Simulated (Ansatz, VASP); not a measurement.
# One calculation of Sn, two programs

POSCAR

```
Sn
1.0
   -2.9482820713      2.9504023647      1.5888172584
    2.9504023647     -2.9482820713      1.5888172584
    2.9460530987      2.9460530987     -1.5849306448
Sn
2
Direct
    0.0000251473      0.9999748527      0.0000000000
    0.7499748527      0.2500251473      0.5000000000
```

File INCAR.step1:

```
SYSTEM = Sn
ALGO = Normal ; EDIFF = 1E-4
ENCUT = 520 ; GGA = PE
ISMEAR = 1 ; LASPH = .TRUE.
LCHARG = .FALSE. ; LREAL = .FALSE.
LWAVE = .TRUE. ; NBANDS = 21
NELM = 80 ; PREC = Accurate
SIGMA = 0.1
```

INCAR.step2

```
SYSTEM = Sn
ALGO = Normal ; EDIFF = 1E-6
ENCUT = 520 ; ISIF = 2
ISMEAR = 1 ; ISTART = 1
LASPH = .TRUE. ; LCHARG = .TRUE.
LELF = .TRUE. ; LMIXTAU = .TRUE.
LREAL = .FALSE. ; LVHAR = .TRUE.
LWAVE = .FALSE. ; METAGGA = R2SCAN
NBANDS = 21 ; NELM = 80
PREC = Accurate ; SIGMA = 0.1
```

Contents of KPOINTS:

```
k-points
0
G
  11 11 8
  0 0 0
```

Input for Ansatz:

```yaml
crystal:
  lattice:
    - [-2.9482820713, 2.9504023647, 1.5888172584]
    - [2.9504023647, -2.9482820713, 1.5888172584]
    - [2.9460530987, 2.9460530987, -1.5849306448]
  atoms:
    - { symbol: Sn, position: [2.51473e-05, 0.9999748527, 0.0] }
    - { symbol: Sn, position: [0.7499748527, 0.2500251473, 0.5] }
hamiltonian:
  xc: r2scan
  pseudopotentials:
    kind: paw
    azcp:
      Sn: "pseudopotentials/Sn.paw.azcp"
basis:
  ecutwfc: 500
  fft_grid_basis: typed
kpoints:
  mp_grid: { grid: [11, 11, 8], shift: [0, 0, 0] }
magnetization:
  spin_polarized: false
scf:
  occupations: { method: cold, width: 0.1 }
  lower_state_search: "off"
output:
  stress: true
```

Alike in both runs: task single point; functional r2SCAN; k mesh 11 × 11 × 8; no spin polarisation.

|  | VASP | Ansatz |
| --- | --- | --- |
| version | VASP 6.6.1 | Ansatz 0.2.0 |
| potentials or method | VASP PAW PBE potentials, release 64 (Sn_d), cutoff 520 eV | plane waves (500 eV) with PAW, scalar-relativistic |
| occupations | methfessel-paxton of order 1, width 0.1 eV | cold, width 0.1 eV |
| valence electrons in the cell | 28 | 28 |

Ansatz gave:

```
pressure (GPa)                                                : 0.0
traceless stress, the component that is largest in VASP (GPa) : -0.17
```

**Question.** Estimate VASP's values.

**Answer.** Pressure (GPa): 0.0; traceless stress, the component that is largest in VASP (GPa): -0.11.

VASP's potentials were made for PBE, not for r2SCAN.
